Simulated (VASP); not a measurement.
The system is AlCr2C.

```
Al Cr C
1.0
     2.82510    0.00000    0.00000
    -1.41255    2.44661    0.00000
     0.00000    0.00000   12.60137
Al Cr C
2 4 2
Cartesian
  1.4126 0.8155 3.1503
  0.0000 1.6311 9.4510
  0.0000 1.6311 5.2288
  1.4126 0.8155 11.5295
  1.4126 0.8155 7.3725
  0.0000 1.6311 1.0719
  0.0000 0.0000 6.3007
  0.0000 0.0000 0.0000
```

* Program: VASP 6.6.1
* Task: relaxation of cell and atoms
* Functional: PBE
* Potentials or basis: VASP PAW PBE potentials, release 64 (Al, Cr_pv, C)
* Cutoff: 600 eV
* k mesh: 15 × 15 × 4
* Occupations: gaussian, width 0.1 eV
* Spin: no spin polarisation

At the start: pressure 3.7 GPa; volume 10.89 Å³/atom.

Problem. How do energy, volume and symmetry change on relaxing?

Solution. Over 6 steps the energy falls by 2.3 meV/atom and the volume is 11.09 Å³/atom (+1.9 %); space group P6_3/mmc (No. 194, to 0.05 Å).

Step by step:
```tsv
step	energy change (eV)	largest force (eV/Å)	pressure (GPa)	volume (Å³)
1	0.0000	0.0002	3.66	87.10
2	0.0094	0.3768	-4.35	90.27
3	-0.0154	0.1707	-0.02	88.48
4	-0.0183	0.0246	0.00	88.70
5	-0.0184	0.0018	-0.06	88.73
6	-0.0184	0.0049	-0.01	88.73
```

Final structure:
```cif
data_structure
_symmetry_space_group_name_H-M 'P 1'
_symmetry_Int_Tables_number 1
_cell_length_a 2.8417
_cell_length_b 2.8417
_cell_length_c 12.6876
_cell_angle_alpha 90.000
_cell_angle_beta 90.000
_cell_angle_gamma 120.000
_cell_volume 88.73
loop_
_atom_site_label
_atom_site_type_symbol
_atom_site_fract_x
_atom_site_fract_y
_atom_site_fract_z
_atom_site_occupancy
Al1 Al 0.66667 0.33333 0.25000 1
Al2 Al 0.33333 0.66667 0.75000 1
Cr1 Cr 0.33333 0.66667 0.41560 1
Cr2 Cr 0.66667 0.33333 0.91560 1
Cr3 Cr 0.66667 0.33333 0.58440 1
Cr4 Cr 0.33333 0.66667 0.08440 1
C1 C 0.00000 0.00000 0.50000 1
C2 C 0.00000 0.00000 0.00000 1
```
